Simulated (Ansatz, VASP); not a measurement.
# One calculation of NaTa3O3, two programs

```xyz
7
Lattice="-2.1935 2.1935 4.4536 2.1935 -2.1935 4.4536 2.1935 2.1935 -4.4536" Properties=species:S:1:pos:R:3 pbc="T T T"
Na    0.0000    0.0000   -0.1293
Ta    0.0000    0.0000    4.8254
Ta    2.1935    0.0000    2.1215
Ta    0.0000    2.1935    2.1215
O     2.1935    0.0000   -0.1627
O     0.0000    2.1935   -0.1627
O     0.0000    0.0000    2.5201
```

Alike in both runs: functional PBE; k mesh 5 × 5 × 5; occupations gaussian, width 0.2 eV; no spin polarisation.

Ansatz relaxed the structure, and its values are those at the end. VASP's run is a single point on that final structure, the one shown.

|  | VASP | Ansatz |
| --- | --- | --- |
| version | VASP 6.6.1 | Ansatz 0.2.0 |
| potentials or method | VASP PAW PBE potentials, release 64 (Na_pv, Ta_pv, O), cutoff 520 eV | scalar-relativistic, plane waves, PAW |
| valence electrons in the cell | 58 | 66 |

VASP gave:

```
gap on the k mesh at the Fermi level (eV) : none
pressure (GPa)                            : 0.0
rms of the force components (eV/Å)        : 0.014
```

Q: Estimate Ansatz's values.

A: gap on the k mesh at the Fermi level (eV): none; pressure (GPa): -0.4; rms of the force components (eV/Å): 0.021.

A gap of «none» marks a metal or a gap that the smearing closes. VASP's potentials hold 58 valence electrons a cell and Ansatz's 66, so a difference there can come from the potentials and not from the codes.

The k mesh is coarse, so the values compare programs but aren't converged. Neither program's run includes spin-orbit coupling.
